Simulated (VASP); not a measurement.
ZrN:

```
CELL_PARAMETERS angstrom
0.00000 2.31429 2.31429
2.31429 0.00000 2.31429
2.31429 2.31429 0.00000
ATOMIC_POSITIONS crystal
Zr 0.00000 0.00000 0.00000
N 0.50000 0.50000 0.50000
```

Base run:

```yaml
Program: VASP 6.6.1
Functional: PBE
Potentials_or_basis: VASP PAW PBE potentials, release 64 (Zr_sv, N)
Cutoff: 520 eV
k_mesh: 9 × 9 × 9
Occupations: fermi-dirac, width 0.01 eV
Spin: no spin polarisation
```

Its results: band gap on the k mesh zero (an odd number of electrons rules out a gap without spin polarisation); pressure -5.0 GPa.

Q: The run is repeated on the same cell with these changes: functional from PBE to r2SCAN; cutoff from 520 eV to 580 eV. What comes out?

A: Band gap on the k mesh zero (an odd number of electrons rules out a gap without spin polarisation); pressure -6.6 GPa.

Caveats: the cell stands under tension; the PAW data sets were made with another functional, which shifts forces and pressure a little (at least some runs).
